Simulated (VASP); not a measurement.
# C (Fmmm) in VASP: a series of runs

Runs on C. Level: PBE+D3(BJ). Tasks: single point.

All numbers are computed with VASP 6.6.1; they aren't measurements. Logs are shortened: lines on timing, memory, paths and dates and some standing lists are left out, and cuts for length are marked.

## (1) The cell of the first run

Symmetry: Fmmm, No. 69, orthorhombic system. The conventional cell has a = 2.453 Å, b = 4.241 Å, c = 6.040 Å, α = 90.00°, β = 90.00°, γ = 90.00°. C (site symmetry m2m) has 3 C at 1.41 to 1.42 Å within 1.9 Å.

## (2) Single point, PBE+D3(BJ) (7.85 Å³/atom)

Input file INCAR:

```
SYSTEM = C
PREC = Accurate
ENCUT = 520
EDIFF = 1E-6
ISMEAR = 0
SIGMA = 0.02
LREAL = .False.
LASPH = .True.
NELM = 60
ALGO = Normal
ISIF = 2
LWAVE = .False.
LCHARG = .True.
GGA = PE
IVDW = 12
LELF = .True.
LVHAR = .True.
NBANDS = 11
```

Input file KPOINTS:

```
Automatic mesh
0
Gamma
  18 18 18
  0 0 0
```

Input file POSCAR:

```
C
1.0
    0.0000000000      2.1206587668      3.0198118332
    1.2263987572      0.0000000000      3.0198118332
    1.2263987572      2.1206587668      0.0000000000
C
2
Direct
    0.1667077602      0.8332922398      0.1667077602
    0.8332922398      0.1667077602      0.8332922398
```

Potentials or basis: VASP PAW PBE potentials, release 64 (C).

The run is started by

```bash
cat potpaw_PBE.64/C/POTCAR > POTCAR
mpirun -np 1 vasp_std > vasp.out
```

OUTCAR:

```text
SYSTEM = C
   PREC = Accurate
   ENCUT = 520
   EDIFF = 1E-6
   ISMEAR = 0
   LREAL = .False.
   LASPH = .True.
   NELM = 60
   ISIF = 2
   GGA = PE
   IVDW = 12
 IVDW          = 12

 ion  position               nearest neighbor table
   1  0.167  0.833  0.167-   2 1.41   2 1.42   2 1.42
   2  0.833  0.167  0.833-   1 1.41   1 1.42   1 1.42

  LATTYP: Found a face centered orthorhombic cell.
 ALAT       =     2.4527975144
 B/A-ratio  =     1.7291755674
 C/A-ratio  =     2.4623409111

  Lattice vectors:

 A1 = (   0.0000000000,   2.1206587668,   3.0198118332)
 A2 = (   1.2263987572,   0.0000000000,   3.0198118332)
 A3 = (   1.2263987572,   2.1206587668,   0.0000000000)

Analysis of symmetry for initial positions (statically):
=====================================================================
 Subroutine PRICEL returns:
 Original cell was already a primitive cell.

 Routine SETGRP: Setting up the symmetry group for a
 face centered orthorhombic supercell.

 Subroutine GETGRP returns: Found  8 space group operations
 (whereof  8 operations were pure point group operations)
 out of a pool of  8 trial point group operations.

The static configuration has the point symmetry D_2h.

Analysis of symmetry for dynamics (positions and initial velocities):
=====================================================================
 Subroutine PRICEL returns:
 Original cell was already a primitive cell.

 Routine SETGRP: Setting up the symmetry group for a
 face centered orthorhombic supercell.

 Subroutine GETGRP returns: Found  8 space group operations
 (whereof  8 operations were pure point group operations)
 out of a pool of  8 trial point group operations.

The dynamic configuration has the point symmetry D_2h.

 Subroutine INISYM returns: Found  8 space group operations
 (whereof  8 operations are pure point group operations),
 and found     1 'primitive' translations

----------------------------------------------------------------------------------------

                                     Primitive cell

  volume of cell :      15.7077

  direct lattice vectors                    reciprocal lattice vectors
     0.000000000  2.120658767  3.019811833    -0.407697739  0.235775792  0.165573230
     1.226398757  0.000000000  3.019811833     0.407697739 -0.235775792  0.165573230
     1.226398757  2.120658767  0.000000000     0.407697739  0.235775792 -0.165573230

  length of vectors
[... 90 lines left out ...]
   POTIM  = 0.5000    time-step for ionic-motion
   TEBEG  =    0.0;   TEEND  =   0.0 temperature during run
   PSTRESS=    0.0 pullay stress
   NELECT =       8.0000    total number of electrons
   NUPDOWN=      -1.0000    fix difference up-down
   EMIN   =  10.00;   EMAX   =-10.00  energy-range for DOS
   EFERMI =   0.00;   METHOD = LEGACY
   ISMEAR =     0;   SIGMA  =   0.02  broadening in eV -4-tet -1-fermi 0-gaus
   EFERMI_NEDOS =   21; number of points for ismear=-14 and -15
   IALGO  =     38    algorithm
   IMIX   =      4    mixing-type and parameters
     AMIX     =   0.40;   BMIX     =  1.00
     AMIX_MAG =   1.60;   BMIX_MAG =  1.00
  volume/ion in A,a.u.               =       7.85        53.00
  Fermi-wavevector in a.u.,A,eV,Ry     =   1.307377  2.470584 23.255534  1.709234
  Thomas-Fermi vector in A             =   2.438115
   LORBIT       =      0    0 simple, 1 ext, 2 COOP (PROOUT), +10 PAW based schemes
   GGA     = PE    functional components
   LHFCALC =     F    Hartree Fock is set to
   AEXX    =    0.0000 exact exchange contribution
   IVDW    =    12    specifies the selected vdW correction
   LEPSILON=     F    determine dielectric tensor
   LRPA    =     F    only Hartree local field effects (RPA)
 non-spin polarized calculation
 Gauss-broadening in eV      SIGMA  =   0.02
  energy-cutoff  :      520.00
  volume of cell :       15.71
 maximum number of plane-waves:       446
   NGX = 13   NGY = 13   NGZ =  9

 number of electron       7.9999999 magnetization

 Free energy of the ion-electron system (eV)
  ---------------------------------------------------
  ext. energy  EPLUGINS =         0.00000000
  ---------------------------------------------------
  free energy    TOTEN  =       -18.33411750 eV

  energy without entropy =      -18.33409789  energy(sigma->0) =      -18.33410769

 E-fermi :   5.9206     XC(G=0): -11.0832

 val. band max:        5.8245404302   @ k =  -0.2222   0.1111   0.3333
 cond. band min:       5.9231449812   @ k =   0.4444  -0.1667   0.3333
 fundamental gap:      0.0986045510
 Fermi energy:         5.9206053184

 k-point     1 :       0.0000    0.0000    0.0000
  band No.  band energies     occupation
      1     -14.1804      2.00000
      2      -0.1496      2.00000
      3       2.7863      2.00000
      4       2.8379      2.00000
      5      11.1126      0.00000
      6      14.2180      0.00000
      7      14.3604      0.00000
      8      17.2885      0.00000
      9      18.8821      0.00000
     10      28.7044      0.00000
     11      32.2132      0.00000
[... 309 lines left out ...]
 k-point    24 :      -0.2222    0.0556   -0.0000
  band No.  band energies     occupation
      1     -12.2888      2.00000
      2      -2.2734      2.00000
      3       0.4819      2.00000
      4       1.5701      2.00000
      5      11.7484      0.00000
      6      13.4939      0.00000
      7      14.1952      0.00000
      8      20.3808      0.00000
      9      22.4052      0.00000
     10      24.5090      0.00000
     11      29.4418      0.00000

 [... further k-points ...]

------------------------ aborting loop because EDIFF is reached ----------------------------------------

 Edisp (eV)   -0.35270

 E8    (eV) :    -0.1012

  FORCE on cell =-STRESS in cart. coord.  units (eV):
  Direction    XX          YY          ZZ          XY          YZ          ZX
  --------------------------------------------------------------------------------------
  -------------------------------------------------------------------------------------
  Total       0.88212     0.88153     0.79261     0.00000     0.00000     0.00000
  in kB      89.97581    89.91569    80.84610     0.00000     0.00000     0.00000
  external pressure =       86.91 kB  Pullay stress =        0.00 kB

 VOLUME and BASIS-vectors are now :
 -----------------------------------------------------------------------------
  energy-cutoff  :      520.00
  volume of cell :       15.71
      direct lattice vectors                 reciprocal lattice vectors
     0.000000000  2.120658767  3.019811833    -0.407697739  0.235775792  0.165573230
     1.226398757  0.000000000  3.019811833     0.407697739 -0.235775792  0.165573230
     1.226398757  2.120658767  0.000000000     0.407697739  0.235775792 -0.165573230

 POSITION                                       TOTAL-FORCE (eV/Angst)
 -----------------------------------------------------------------------------------
      1.22640      0.70706      3.01981         0.000000     -0.000617      0.000000
      1.22640      3.53426      3.01981         0.000000      0.000617      0.000000
 -----------------------------------------------------------------------------------
    total drift:                                0.000000      0.000000      0.000000

  FREE ENERGIE OF THE ION-ELECTRON SYSTEM (eV)
  ---------------------------------------------------
  free  energy   TOTEN  =       -18.6868219356 eV

  energy  without entropy=      -18.6868023296  energy(sigma->0) =      -18.68681213
```

OSZICAR:

```text
N       E                     dE             d eps       ncg     rms          rms(c)
DAV:   1    -0.435872950161E+00   -0.43587E+00   -0.41750E+03 19455   0.655E+02
DAV:   2    -0.191349063890E+02   -0.18699E+02   -0.17916E+02 24635   0.119E+02
DAV:   3    -0.195311336645E+02   -0.39623E+00   -0.39532E+00 23655   0.137E+01
DAV:   4    -0.195323399188E+02   -0.12063E-02   -0.12062E-02 21598   0.937E-01
DAV:   5    -0.195323436077E+02   -0.36889E-05   -0.36888E-05 23740   0.477E-02    0.646E+00
DAV:   6    -0.186164616988E+02    0.91588E+00   -0.77107E-01 21862   0.518E+00    0.377E+00
DAV:   7    -0.183315220675E+02    0.28494E+00   -0.84732E-01 22429   0.546E+00    0.106E+00
DAV:   8    -0.183341794751E+02   -0.26574E-02   -0.16478E-02 21252   0.842E-01    0.107E-01
DAV:   9    -0.183340666013E+02    0.11287E-03   -0.39665E-04 22758   0.129E-01    0.438E-02
DAV:  10    -0.183341184939E+02   -0.51893E-04   -0.72446E-05 21376   0.624E-02    0.225E-02
DAV:  11    -0.183341174655E+02    0.10284E-05   -0.30291E-06 23451   0.102E-02    0.622E-03
DAV:  12    -0.183341174974E+02   -0.31840E-07   -0.50326E-07 20506   0.501E-03
   1 F= -.18686822E+02 E0= -.18686812E+02  d E =-.196060E-04
```

It took 73 s on 1 thread of Intel Xeon 6975P-C (Granite Rapids), shared host; peak memory 0.24 GiB.

Results:

```yaml
Free_energy: -18.6868 eV
Pressure: 8.7 GPa
Band_gap_on_the_k_mesh: zero (bands 4 and 5 overlap by 0.10 eV)
Dispersion_energy_per_atom: -0.176 eV
```

Levels at points of the mesh, in eV from the Fermi level:
```tsv
k point	band 2	band 3	band 4	band 5	band 6	band 7
(0.00, 0.00, 0.00)	-6.07	-3.13	-3.08	5.19	8.30	8.44
(0.50, 0.00, 0.00)	-13.47	-6.56	-2.55	1.49	7.43	13.23
(0.50, 0.50, 0.00)	-9.31	-3.18	-3.10	8.20	8.37	11.68
(0.50, 0.00, 0.50)	-13.65	-6.51	-1.15	2.80	7.81	11.83
(0.00, 0.50, 0.50)	-13.27	-6.66	-3.69	0.43	6.98	14.69
```

Caveat: the cell stands under pressure.

## (3) Single point, PBE+D3(BJ) (8.12 Å³/atom)

This run uses another cell than the first one, of 8.12 Å³/atom.

Input file INCAR:

```
PREC = Accurate ; ENCUT = 520
EDIFF = 1E-6 ; ISMEAR = 0
SIGMA = 0.02 ; LREAL = F
LASPH = T ; NELM = 100
ALGO = Normal ; ISIF = 2
LWAVE = F ; LCHARG = F
GGA = PE ; IVDW = 12
NBANDS = 11
```

Input file KPOINTS:

```
regular mesh
0
Gamma
  18 18 18
```

Input file POSCAR:

```
C
1.0
    0.0000000000      2.1252791594      3.1104862620
    1.2285612855      0.0000000000      3.1104862620
    1.2285612855      2.1252791594      0.0000000000
C
2
Direct
    0.1667072562      0.8332927438      0.1667072562
    0.8332927438      0.1667072562      0.8332927438
```

Potentials or basis: VASP PAW PBE potentials, release 64 (C).

The run is started by

```bash
cat potpaw_PBE.64/C/POTCAR > POTCAR
mpirun -np 1 vasp_std > vasp.out
```

Run time: 83 s. Hardware: 1 thread of Intel Xeon 6975P-C (Granite Rapids), shared host; peak memory 0.25 GiB.

It converged, with:

* Free energy: -18.7093 eV
* Pressure: 5.6 GPa
* Band gap on the k mesh: zero (filled and empty bands touch)
* Dispersion energy per atom: -0.171 eV

Forces on the atoms (eV/Å):
```
C    0.000 -0.002  0.000
C    0.000  0.002  0.000
```

Stress tensor (GPa, compression positive):
```
5.92 0.00 0.00
0.00 5.89 0.00
0.00 0.00 5.04
```

Levels at points of the mesh, in eV from the Fermi level:
```csv
k point,band 1,band 2,band 3,band 4,band 5,band 6,band 7,band 8
"(0.00, 0.00, 0.00)",-19.90,-6.18,-3.05,-3.01,4.94,8.35,8.47,11.42
"(0.50, 0.00, 0.00)",-14.35,-13.34,-6.45,-2.44,1.59,7.47,13.07,14.70
"(0.50, 0.50, 0.00)",-19.38,-9.01,-3.09,-3.02,8.28,8.41,11.68,12.51
"(0.50, 0.00, 0.50)",-14.53,-13.49,-6.42,-1.25,2.76,7.78,11.67,11.89
"(0.00, 0.50, 0.50)",-14.12,-13.18,-6.53,-3.43,0.64,7.10,14.46,19.37
```

Caveat: the cell stands under pressure.

[end of part 1 of 2]
